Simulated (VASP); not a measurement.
Crystal: ScTaPb2O6.

```
CELL_PARAMETERS angstrom
0.00000 4.10526 4.10526
4.10526 0.00000 4.10526
4.10526 4.10526 0.00000
ATOMIC_POSITIONS crystal
Sc 0.00000 0.00000 0.00000
Ta 0.50000 0.50000 0.50000
Pb 0.25000 0.25000 0.25000
Pb 0.75000 0.75000 0.75000
O 0.25618 0.25618 0.74382
O 0.74382 0.74382 0.25618
O 0.74382 0.25618 0.74382
O 0.25618 0.74382 0.25618
O 0.25618 0.74382 0.74382
O 0.74382 0.25618 0.25618
```

| Property | Result |
| --- | --- |
| Program | VASP 6.6.1 |
| Task | relaxation of cell and atoms |
| Functional | PBEsol |
| Potentials or basis | VASP PAW PBE potentials, release 64 (Sc_sv, Ta_pv, Pb_d, O) |
| Cutoff | 600 eV |
| k mesh | 6 × 6 × 6 |
| Occupations | gaussian, width 0.03 eV |
| Spin | no spin polarisation |

At the start: pressure -6.1 GPa; volume 13.84 Å³/atom.

Problem. How do energy, volume and symmetry change on relaxing?

Solution. Over 5 steps the energy falls by 10.0 meV/atom and the volume is 13.33 Å³/atom (-3.7 %); space group Fm-3m (No. 225, to 0.1 Å) before and after.

Step by step:
| step | energy change (eV) | largest force (eV/Å) | pressure (GPa) | volume (Å³) |
| --- | --- | --- | --- | --- |
| 1 | 0.0000 | 0.1251 | -6.14 | 138.37 |
| 2 | 0.0585 | 0.8302 | 8.64 | 128.03 |
| 3 | -0.0947 | 0.2630 | -0.21 | 133.68 |
| 4 | -0.0983 | 0.1655 | 0.03 | 133.01 |
| 5 | -0.1004 | 0.0032 | -0.06 | 133.26 |

Final structure:
```
CELL_PARAMETERS angstrom
0.00000 4.05408 4.05408
4.05408 0.00000 4.05408
4.05408 4.05408 0.00000
ATOMIC_POSITIONS crystal
Sc 0.00000 0.00000 0.00000
Ta 0.50000 0.50000 0.50000
Pb 0.25000 0.25000 0.25000
Pb 0.75000 0.75000 0.75000
O 0.25565 0.25565 0.74435
O 0.74435 0.74435 0.25565
O 0.74435 0.25565 0.74435
O 0.25565 0.74435 0.25565
O 0.25565 0.74435 0.74435
O 0.74435 0.25565 0.25565
```

Caveat: the PAW data sets were made with another functional, which shifts forces and pressure a little.
